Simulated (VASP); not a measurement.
Al2H2Cl:

```
CELL_PARAMETERS angstrom
3.18587 0.00000 0.00000
-1.59293 2.75904 0.00000
0.00000 0.00000 7.54248
ATOMIC_POSITIONS crystal
Al 0.00000 0.00000 0.47954
Al 0.00000 0.00000 0.72993
H 0.00000 0.00000 0.00000
H 0.33333 0.66667 0.61388
Cl 0.33333 0.66667 0.29646
```

```yaml
Program: VASP 6.6.1
Task: relaxation of cell and atoms
Functional: PBE
Dispersion: D3(BJ)
Potentials_or_basis: VASP PAW PBE potentials, release 64 (Al, H, Cl)
Cutoff: 600 eV
k_mesh: 6 × 6 × 2
Occupations: gaussian, width 0.1 eV
Spin: no spin polarisation
```

At the start: pressure 21.2 GPa; volume 13.26 Å³/atom.

Task: How do energy, volume and symmetry change on relaxing?

Result: Over 48 steps the energy falls by 750.7 meV/atom and the volume is 13.99 Å³/atom (+5.5 %); space group P3m1 (No. 156, to 0.05 Å).

The path:
```tsv
step	energy change (eV)	largest force (eV/Å)	pressure (GPa)	volume (Å³)
1	0.0000	12.1785	21.21	66.30
3	-2.5647	3.3618	1.26	74.59
5	-3.2581	0.7031	-5.19	77.99
7	-3.4402	0.3512	-2.51	72.52
9	-3.4865	0.1560	-0.18	68.59
11	-3.4879	0.0544	0.15	68.39
13	-3.4884	0.0651	0.07	68.46
15	-3.4891	0.0970	-0.14	68.66
17	-3.4919	0.1611	-0.19	68.77
19	-3.5121	0.4127	-0.19	69.22
21	-3.5866	2.4102	1.82	70.97
23	-3.6217	1.7270	0.82	70.52
25	-3.6221	1.6560	0.73	70.48
27	-3.6223	1.6686	0.75	70.49
29	-3.6229	1.7194	0.81	70.53
31	-3.6236	1.7834	0.90	70.59
33	-3.6281	1.7514	0.86	70.62
35	-3.6454	1.6251	0.74	70.71
37	-3.6980	1.1544	0.31	71.09
39	-3.7287	0.5132	-0.18	71.67
41	-3.7372	0.3902	-0.23	71.49
43	-3.7442	0.3233	-0.30	71.12
45	-3.7509	0.1527	-0.37	70.55
47	-3.7532	0.0607	-0.03	70.08
48	-3.7533	0.0154	0.12	69.94
```

Final structure:
```
CELL_PARAMETERS angstrom
3.00812 0.00000 0.00000
-1.50406 2.60510 0.00000
0.00000 0.00000 8.92507
ATOMIC_POSITIONS crystal
Al 0.00000 0.00000 0.46409
Al 0.00000 0.00000 0.82214
H 0.00000 0.00000 0.00199
H 0.33333 0.66667 0.55982
Cl 0.33333 0.66667 0.27178
```

Caveat: the k points lie up to 0.40 Å⁻¹ apart in the final cell; an odd number of electrons without spin polarisation forces a metal; a magnetic or distorted state may lie lower; pairwise dispersion overbinds metals, which lowers pressure and volume.
